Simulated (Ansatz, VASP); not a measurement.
# One calculation of BaTe, two programs

```xyz
2
Lattice="0.0000 3.5781 3.5781 3.5781 0.0000 3.5781 3.5781 3.5781 0.0000" Properties=species:S:1:pos:R:3 pbc="T T T"
Ba    0.0000    0.0000    0.0000
Te    3.5781    3.5781    3.5781
```

Alike in both runs: functional r2SCAN; k mesh 8 × 8 × 8; occupations fermi-dirac, width 0.02 eV; no spin polarisation.

Ansatz relaxed the structure, and its values are those at the end. VASP's run is a single point on that final structure, the one shown.

|  | VASP | Ansatz |
| --- | --- | --- |
| version | VASP 6.6.1 | Ansatz 0.2.0 |
| potentials or method | VASP PAW PBE potentials, release 64 (Ba_sv, Te), cutoff 520 eV | PAW plane waves |
| valence electrons in the cell | 16 | 26 |

VASP gave:

- gap on the k mesh at the Fermi level (eV): 2.01
- pressure (GPa): -0.8

**Question.** What did Ansatz give for the same quantities?

**Answer.** gap on the k mesh at the Fermi level (eV): 2.07; pressure (GPa): -1.1.

VASP's potentials were made for PBE, not for r2SCAN. VASP's potentials hold 16 valence electrons a cell and Ansatz's 26, so a difference there can come from the potentials and not from the codes. Ansatz's warnings: stress scf threshold loose.

Neither program's run includes spin-orbit coupling.
